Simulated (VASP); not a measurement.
# Ag (I4/mmm) in VASP: notebook, part 2 of 2

VASP 6.6.1. The steps go on from the part before.

## (4) Single point, r2SCAN

This run uses another cell than the first one, of the same volume but with other edges.

Contents of POSCAR:

```
Ag
1.0
    0.0000000000      1.9226307106      2.3071568527
    1.9226307106      0.0000000000      2.3071568527
    1.9226307106      1.9226307106      0.0000000000
Ag
1
Direct
    0.0000000000      0.0000000000      0.0000000000
```

Contents of INCAR.step1:

```
  ALGO = Normal
  EDIFF = 1E-4
  ENCUT = 520
  GGA = PE
  ISMEAR = 0
  LASPH = T
  LCHARG = F
  LREAL = F
  LWAVE = T
  NBANDS = 12
  NELM = 80
  PREC = Accurate
  SIGMA = 0.15
```

Contents of INCAR.step2:

```
  ALGO = Normal
  EDIFF = 1E-6
  ENCUT = 520
  ISIF = 2
  ISMEAR = 0
  ISTART = 1
  LASPH = T
  LCHARG = T
  LELF = T
  LMIXTAU = T
  LREAL = F
  LVHAR = T
  LWAVE = F
  METAGGA = R2SCAN
  NBANDS = 12
  NELM = 80
  PREC = Accurate
  SIGMA = 0.15
```

Contents of KPOINTS:

```
k-points
0
Gamma
  22 22 22
```

Potentials or basis: VASP PAW PBE potentials, release 64 (Ag).

Run with:

```sh
$ cat potpaw_PBE.64/Ag/POTCAR > POTCAR
$ cp INCAR.step1 INCAR
$ mpirun -np 1 vasp_std > vasp.out
$ cp INCAR.step2 INCAR
$ mpirun -np 1 vasp_std > vasp.out
```

OUTCAR:

```text
EDIFF = 1E-6
   ENCUT = 520
   ISIF = 2
   ISMEAR = 0
   ISTART = 1
   LASPH = T
   LREAL = F
   METAGGA = R2SCAN
   NELM = 80
   PREC = Accurate

 ion  position               nearest neighbor table
   1  0.000  0.000  0.000-

  LATTYP: Found a body centered tetragonal cell.
 ALAT       =     2.7190104264
 C/A-ratio  =     1.6970562748

  Lattice vectors:

 A1 = (  -1.9226307106,   0.0000000000,   2.3071568527)
 A2 = (   1.9226307106,   0.0000000000,   2.3071568527)
 A3 = (   0.0000000000,   1.9226307106,  -2.3071568527)

Analysis of symmetry for initial positions (statically):
=====================================================================
 Subroutine PRICEL returns:
 Original cell was already a primitive cell.

 Routine SETGRP: Setting up the symmetry group for a
 body centered tetragonal supercell.

 Subroutine GETGRP returns: Found 16 space group operations
 (whereof 16 operations were pure point group operations)
 out of a pool of 16 trial point group operations.

The static configuration has the point symmetry D_4h.

Analysis of symmetry for dynamics (positions and initial velocities):
=====================================================================
 Subroutine PRICEL returns:
 Original cell was already a primitive cell.

 Routine SETGRP: Setting up the symmetry group for a
 body centered tetragonal supercell.

 Subroutine GETGRP returns: Found 16 space group operations
 (whereof 16 operations were pure point group operations)
 out of a pool of 16 trial point group operations.

The dynamic configuration has the point symmetry D_4h.

 Subroutine INISYM returns: Found 16 space group operations
 (whereof 16 operations are pure point group operations),
 and found     1 'primitive' translations

----------------------------------------------------------------------------------------

                                     Primitive cell

  volume of cell :      17.0569

  direct lattice vectors                    reciprocal lattice vectors
     0.000000000  1.922630711  2.307156853    -0.260060342  0.260060342  0.216716952
     1.922630711  0.000000000  2.307156853     0.260060342 -0.260060342  0.216716952
     1.922630711  1.922630711  0.000000000     0.260060342  0.260060342 -0.216716952

  length of vectors
     3.003245177  3.003245177  2.719010426     0.426882888  0.426882888  0.426882888

  position of ions in fractional coordinates (direct lattice)
     0.000000000  0.000000000  0.000000000

  ion indices of the primitive-cell ions
   primitive index   ion index
                 1           1

----------------------------------------------------------------------------------------

 KPOINTS: k-points

Automatic generation of k-mesh.
 Grid dimensions read from file:
 generate k-points for:   22   22   22

 Generating k-lattice:

  Cartesian coordinates                     Fractional coordinates (reciprocal lattice)
    -0.011820925  0.011820925  0.009850771     0.045454545  0.000000000  0.000000000
     0.011820925 -0.011820925  0.009850771     0.000000000  0.045454545  0.000000000
     0.011820925  0.011820925 -0.009850771    -0.000000000 -0.000000000  0.045454545

  Length of vectors
     0.019403768  0.019403768  0.019403768

  Shift w.r.t. Gamma in fractional coordinates (k-lattice)
     0.000000000  0.000000000  0.000000000

 Subroutine IBZKPT returns following result:
 ===========================================

 Found    834 irreducible k-points:

 Following reciprocal coordinates:
            Coordinates               Weight
  0.000000  0.000000  0.000000      1.000000
  0.045455  0.000000  0.000000      8.000000
  0.090909  0.000000  0.000000      8.000000
  0.136364  0.000000  0.000000      8.000000
  0.181818  0.000000  0.000000      8.000000
  0.227273  0.000000  0.000000      8.000000
[... 16 lines left out ...]
  0.500000  0.045455  0.000000      8.000000
 -0.454545  0.045455  0.000000      8.000000
 [... further k-points ...]
   k-points           NKPTS =    834   k-points in BZ     NKDIM =    834   number of bands    NBANDS=     12
   number of dos      NEDOS =    301   number of ions     NIONS =      1
   total plane-waves  NPLWV =  11520
   dimension x,y,z NGX =    24 NGY =   24 NGZ =   20
   dimension x,y,z NGXF=    48 NGYF=   48 NGZF=   40
   ions per type =               1
   NGX,Y,Z   is equivalent  to a cutoff of  13.29, 13.29, 12.23 a.u.
   NGXF,Y,Z  is equivalent  to a cutoff of  26.57, 26.57, 24.46 a.u.
 SYSTEM =  unknown system
   PREC   = accura    normal or accurate (medium, high low for compatibility)
   ISTART =      1    job   : 0-new  1-cont  2-samecut
   ICHARG =      0    charge: 1-file 2-atom 10-const
   ISPIN  =      1    spin polarized calculation?
   LNONCOLLINEAR =      F non collinear calculations
   LSORBIT =      F    spin-orbit coupling
   LASPH  =      T    aspherical Exc in radial PAW
   ENCUT  =  520.0 eV  38.22 Ry    6.18 a.u.   5.58  5.58  5.06*2*pi/ulx,y,z
   NELM   =     80;   NELMIN=  2; NELMDL=  0     # of ELM steps
   EDIFF  = 0.1E-05   stopping-criterion for ELM
   LREAL  =      F    real-space projection
[... 7 lines left out ...]
   TEBEG  =    0.0;   TEEND  =   0.0 temperature during run
   PSTRESS=    0.0 pullay stress
   NELECT =      11.0000    total number of electrons
   NUPDOWN=      -1.0000    fix difference up-down
   EMIN   =  10.00;   EMAX   =-10.00  energy-range for DOS
   EFERMI =   0.00;   METHOD = LEGACY
   ISMEAR =     0;   SIGMA  =   0.15  broadening in eV -4-tet -1-fermi 0-gaus
   EFERMI_NEDOS =   21; number of points for ismear=-14 and -15
   IALGO  =     38    algorithm
   IMIX   =      4    mixing-type and parameters
     AMIX     =   0.40;   BMIX     =  1.00
     AMIX_MAG =   1.60;   BMIX_MAG =  1.00
  volume/ion in A,a.u.               =      17.06       115.11
  Fermi-wavevector in a.u.,A,eV,Ry     =   1.414402  2.672832 27.218893  2.000532
  Thomas-Fermi vector in A             =   2.535948
   LORBIT       =      0    0 simple, 1 ext, 2 COOP (PROOUT), +10 PAW based schemes
   METAGGA = R2SCAN    functional components
   LHFCALC =     F    Hartree Fock is set to
   AEXX    =    0.0000 exact exchange contribution
   IVDW    =     0    specifies the selected vdW correction
   LEPSILON=     F    determine dielectric tensor
   LRPA    =     F    only Hartree local field effects (RPA)
 non-spin polarized calculation
 Gauss-broadening in eV      SIGMA  =   0.15
  energy-cutoff  :      520.00
  volume of cell :       17.06
 maximum number of plane-waves:       477
   NGX = 11   NGY = 11   NGZ = 11

 number of electron      11.0000003 magnetization

 Free energy of the ion-electron system (eV)
  ---------------------------------------------------
  ext. energy  EPLUGINS =         0.00000000
  ---------------------------------------------------
  free energy    TOTEN  =       -21.29514242 eV

  energy without entropy =      -21.29162971  energy(sigma->0) =      -21.29338606

 E-fermi :   8.4868     XC(G=0): -12.9574

 val. band max:        8.4865858720   @ k =  -0.4545   0.3182   0.1364
 cond. band min:       8.4935257840   @ k =  -0.3636   0.1364   0.0455
 fundamental gap:      0.0069399119
 Fermi energy:         8.4867594670

 k-point     1 :       0.0000    0.0000    0.0000
  band No.  band energies     occupation
      1       0.4814      2.00000
      2       2.4644      2.00000
      3       3.5854      2.00000
      4       3.7818      2.00000
      5       3.7818      2.00000
      6       4.8943      2.00000
      7      25.5965      0.00000
      8      26.9841      0.00000
      9      29.6661      0.00000
     10      29.6661      0.00000
     11      33.2774      0.00000
     12      33.3573      0.00000

 k-point     2 :       0.0455    0.0000    0.0000
  band No.  band energies     occupation
      1       0.5496      2.00000
      2       2.4845      2.00000
      3       3.5896      2.00000
      4       3.7647      2.00000
      5       3.7977      2.00000
      6       4.8764      2.00000
      7      25.5921      0.00000
      8      26.9262      0.00000
      9      29.1167      0.00000
     10      29.6941      0.00000
     11      32.3121      0.00000
     12      33.8807      0.00000
[... 316 lines left out ...]
 k-point    24 :      -0.4545    0.0455    0.0000
  band No.  band energies     occupation
      1       1.7503      2.00000
      2       2.7290      2.00000
      3       3.7826      2.00000
      4       4.9379      2.00000
      5       5.1731      2.00000
      6       8.2428      1.97854
      7      12.4822      0.00000
      8      21.9562      0.00000
      9      27.2742      0.00000
     10      29.5270      0.00000
     11      29.7480      0.00000
     12      34.2463      0.00000

 [... further k-points ...]

------------------------ aborting loop because EDIFF is reached ----------------------------------------

  FORCE on cell =-STRESS in cart. coord.  units (eV):
  Direction    XX          YY          ZZ          XY          YZ          ZX
  --------------------------------------------------------------------------------------
  -------------------------------------------------------------------------------------
  Total        0.7589750      0.7589750     -0.4100224      0.0000000      0.0000000      0.0000000
  in kB       71.2917326     71.2917326    -38.5140604      0.0000000      0.0000000      0.0000000
  external PRESSURE =      34.6898016 kB  Pullay stress =       0.0000000 kB

 VOLUME and BASIS-vectors are now :
 -----------------------------------------------------------------------------
  energy-cutoff  :      520.00
  volume of cell :       17.06
      direct lattice vectors                 reciprocal lattice vectors
     0.000000000  1.922630711  2.307156853    -0.260060342  0.260060342  0.216716952
     1.922630711  0.000000000  2.307156853     0.260060342 -0.260060342  0.216716952
     1.922630711  1.922630711  0.000000000     0.260060342  0.260060342 -0.216716952

 POSITION                                       TOTAL-FORCE (eV/Angst)
 -----------------------------------------------------------------------------------
      0.00000      0.00000      0.00000         0.000000     -0.000000      0.000000
 -----------------------------------------------------------------------------------
    total drift:                               -0.000000      0.000000      0.000000

  FREE ENERGIE OF THE ION-ELECTRON SYSTEM (eV)
  ---------------------------------------------------
  free  energy   TOTEN  =       -21.2951424206 eV

  energy  without entropy=      -21.2916297079  energy(sigma->0) =      -21.29338606
```

OUTCAR.step1:

```text
EDIFF = 1E-4
   ENCUT = 520
   GGA = PE
   ISMEAR = 0
   LASPH = T
[... 576 lines left out ...]

 POSITION                                       TOTAL-FORCE (eV/Angst)
 -----------------------------------------------------------------------------------
      0.00000      0.00000      0.00000        -0.000000      0.000000      0.000000
 -----------------------------------------------------------------------------------
    total drift:                                0.000000      0.000000     -0.000000

  FREE ENERGIE OF THE ION-ELECTRON SYSTEM (eV)
  ---------------------------------------------------
  free  energy   TOTEN  =        -2.6431399062 eV

  energy  without entropy=       -2.6394969640  energy(sigma->0) =       -2.64131844
```

OSZICAR.step1:

```text
N       E                     dE             d eps       ncg     rms          rms(c)
DAV:   1     0.523476875035E+02    0.52348E+02   -0.54844E+03 20232   0.829E+02
DAV:   2    -0.207419057369E+01   -0.54422E+02   -0.51576E+02 23268   0.195E+02
DAV:   3    -0.289411037811E+01   -0.81992E+00   -0.81945E+00 23576   0.252E+01
DAV:   4    -0.289661769068E+01   -0.25073E-02   -0.25072E-02 22856   0.146E+00
DAV:   5    -0.289663759003E+01   -0.19899E-04   -0.19900E-04 23068   0.116E-01    0.532E+00
DAV:   6    -0.265482743542E+01    0.24181E+00   -0.93275E-01 22324   0.868E+00    0.345E+00
DAV:   7    -0.264618384804E+01    0.86436E-02   -0.10076E-02 22952   0.943E-01    0.193E+00
DAV:   8    -0.264313230800E+01    0.30515E-02   -0.73458E-04 22964   0.202E-01    0.880E-02
DAV:   9    -0.264313990616E+01   -0.75982E-05   -0.84257E-06 12556   0.243E-02
   1 F= -.26431399E+01 E0= -.26413184E+01  d E =-.364294E-02
```

Run time: 4.2 min. Hardware: 1 thread of Intel Xeon Platinum 8488C (Sapphire Rapids), shared host; peak memory 0.28 GiB.

What came out:

```
Free energy : -21.2951 eV
Pressure    : 3.5 GPa
```

Stress tensor (GPa, compression positive):
```
 7.13  0.00  0.00
 0.00  7.13  0.00
 0.00  0.00 -3.85
```

Levels at points of the mesh, in eV from the Fermi level:
| k point | band 4 | band 5 | band 6 | band 7 | band 8 | band 9 |
| --- | --- | --- | --- | --- | --- | --- |
| (0.00, 0.00, 0.00) | -4.70 | -4.70 | -3.59 | 17.11 | 18.50 | 21.18 |
| (0.50, 0.00, 0.00) | -3.53 | -3.18 | -0.30 | 3.83 | 13.81 | 18.92 |
| (0.50, 0.50, 0.00) | -3.22 | -3.22 | -0.15 | 4.04 | 13.48 | 13.48 |
| (0.50, 0.00, 0.50) | -3.50 | -2.59 | 2.87 | 8.55 | 10.24 | 10.30 |

Caveat: the PAW data sets were made with another functional, which shifts forces and pressure a little.

## (5) Overview

| cell | gap on the mesh (eV) | pressure (GPa) |
| --- | --- | --- |
| a = 3.153, b = 3.153, c = 2.574 Å, angles 65.9, 65.9, 48.2°, 1 atom | none | 11.3 |
| a = 2.831, b = 2.831, c = 3.050 Å, angles 57.4, 57.4, 65.2°, 1 atom | none | 2.1 |
| a = 3.003, b = 3.003, c = 2.719 Å, angles 63.1, 63.1, 53.8°, 1 atom | none | 3.5 |

Alike in all rows: task single point; level r2SCAN; potentials or basis VASP PAW PBE potentials, release 64 (Ag); no spin polarisation; k mesh 22 × 22 × 22; cutoff (eV) 520; smearing gaussian 0.15 eV.

Caveats: the PAW data sets were made with another functional, which shifts forces and pressure a little.

Total energies depend on the potentials used, so only differences within one code and one set of settings carry meaning.
